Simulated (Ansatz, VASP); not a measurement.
One calculation of SrHgI3, two programs

INCAR

```
PREC = Accurate
ENCUT = 520
EDIFF = 1E-6
ISMEAR = 0
SIGMA = 0.1
LREAL = False
LASPH = True
NELM = 80
ALGO = Normal
ISIF = 2
LWAVE = False
LCHARG = False
GGA = PE
NBANDS = 54
```

The input KPOINTS:

```
regular mesh
0
Gamma
  3 3 4
```

The input POSCAR:

```
SrHgI3
1.0
    8.2650150000      0.0000000000      0.0000000000
   -4.1325075000      7.1577129500      0.0000000000
    0.0000000000      0.0000000000      6.9426126000
Sr Hg I
2 2 6
Direct
    0.3333333300      0.6666666700      0.7500000000
    0.6666666700      0.3333333300      0.2500000000
    0.0000000000      0.0000000000      0.0000000000
    0.0000000000      0.0000000000      0.5000000000
    0.8333333300      0.6666666700      0.7500000000
    0.3333333300      0.1666666700      0.7500000000
    0.8333333300      0.1666666700      0.7500000000
    0.1666666700      0.3333333300      0.2500000000
    0.6666666700      0.8333333300      0.2500000000
    0.1666666700      0.8333333300      0.2500000000
```

Input for Ansatz:

```yaml
crystal:
  lattice:
    - [8.265015, 0.0, 0.0]
    - [-4.1325075, 7.15771295, 0.0]
    - [0.0, 0.0, 6.9426126]
  atoms:
    - { symbol: Sr, position: [0.33333333, 0.66666667, 0.75] }
    - { symbol: Sr, position: [0.66666667, 0.33333333, 0.25] }
    - { symbol: Hg, position: [0.0, 0.0, 0.0] }
    - { symbol: Hg, position: [0.0, 0.0, 0.5] }
    - { symbol: I, position: [0.83333333, 0.66666667, 0.75] }
    - { symbol: I, position: [0.33333333, 0.16666667, 0.75] }
    - { symbol: I, position: [0.83333333, 0.16666667, 0.75] }
    - { symbol: I, position: [0.16666667, 0.33333333, 0.25] }
    - { symbol: I, position: [0.66666667, 0.83333333, 0.25] }
    - { symbol: I, position: [0.16666667, 0.83333333, 0.25] }
basis:
  ecutwfc: 420
kpoints:
  mp_grid: { grid: [3, 3, 4] }
hamiltonian:
  xc: pbe
scf:
  occupations: { method: gaussian, width: 0.1 }
  lower_state_search: "off"
output:
  forces: true
  stress: true
  eigenvalues: true
```

Alike in both runs: task single point; functional PBE; k mesh 3 × 3 × 4; occupations gaussian, width 0.1 eV; no spin polarisation.

|  | VASP | Ansatz |
| --- | --- | --- |
| version | VASP 6.6.1 | Ansatz 0.2.0 |
| potentials or method | VASP PAW PBE potentials, release 64 (Sr_sv, Hg, I), cutoff 520 eV | scalar-relativistic, plane waves, PAW |
| valence electrons in the cell | 86 | 162 |

VASP gave:

| Item | Value |
| --- | --- |
| gap on the k mesh at the Fermi level (eV) | none |
| pressure (GPa) | 1.4 |
| traceless stress, the component that is largest in VASP (GPa) | 0.25 |
| rms of the force components (eV/Å) | 0.670 |

Question: Estimate Ansatz's values.

Answer: gap on the k mesh at the Fermi level (eV): none; pressure (GPa): 1.4; traceless stress, the component that is largest in VASP (GPa): 0.25; rms of the force components (eV/Å): 0.658.

Atom by atom the forces differ by 0.012 eV/Å (rms over components). A gap of «none» marks a metal or a gap that the smearing closes. The functional is the same, so the differences come from potentials, cutoffs and numerics. VASP's potentials hold 86 valence electrons a cell and Ansatz's 162, so a difference there can come from the potentials and not from the codes.

Neither program's run includes spin-orbit coupling.
